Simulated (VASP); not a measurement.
Runs of VASP 6.6.1 on Ti. The structure is that of space group Im-3m (No. 229), or close to it. The cells are those of the table. 

| task | level | potentials or basis | cell | cutoff (eV) | gap on the mesh (eV) | pressure (GPa) | relaxed volume (Å³/atom) |
| --- | --- | --- | --- | --- | --- | --- | --- |
| relaxation of cell and atoms | PBEsol | VASP PAW PBE potentials, release 64 (Ti_sv) | relaxed from a = 2.842 Å, angles 109.5°, 1 atom | 600 | none | 0.0 | (b) |
| single point | PBEsol+D3(BJ) | VASP PAW PBE potentials, release 64 (Ti_sv) | a = 2.736 Å, angles 109.5°, 1 atom | 520 | none | -0.4 | - |
| relaxation of cell and atoms | PBEsol+D3(BJ) | VASP PAW PBE potentials, release 64 (Ti_sv) | relaxed from a = 2.842 Å, angles 109.5°, 1 atom | 600 | none | 0.0 | (a) |
| single point | LDA | VASP PAW LDA potentials, release 64 (Ti_sv) | a = 2.749 Å, angles 109.5°, 1 atom | 520 | none | -0.2 | - |
| relaxation of cell and atoms | LDA | VASP PAW LDA potentials, release 64 (Ti_sv) | relaxed from a = 2.842 Å, angles 109.5°, 1 atom | 600 | none | 0.0 | 15.96 |
| single point | PBEsol | VASP PAW PBE potentials, release 64 (Ti_sv) | a = 2.788 Å, angles 109.5°, 1 atom | 520 | none | -0.3 | - |

Alike in all rows: no spin polarisation; k mesh 12 × 12 × 12; smearing fermi-dirac 0.15 eV.

Q: Fill in the values left out.

A: (a) 15.72; (b) 16.63.

Caveats: the PAW data sets were made with another functional, which shifts forces and pressure a little (some runs); pairwise dispersion overbinds metals, which lowers pressure and volume (some runs); the volume moved by -11 % from the deposited cell, more than functionals usually miss (some runs).

A gap of «none» marks levels without a gap at the run's occupations.
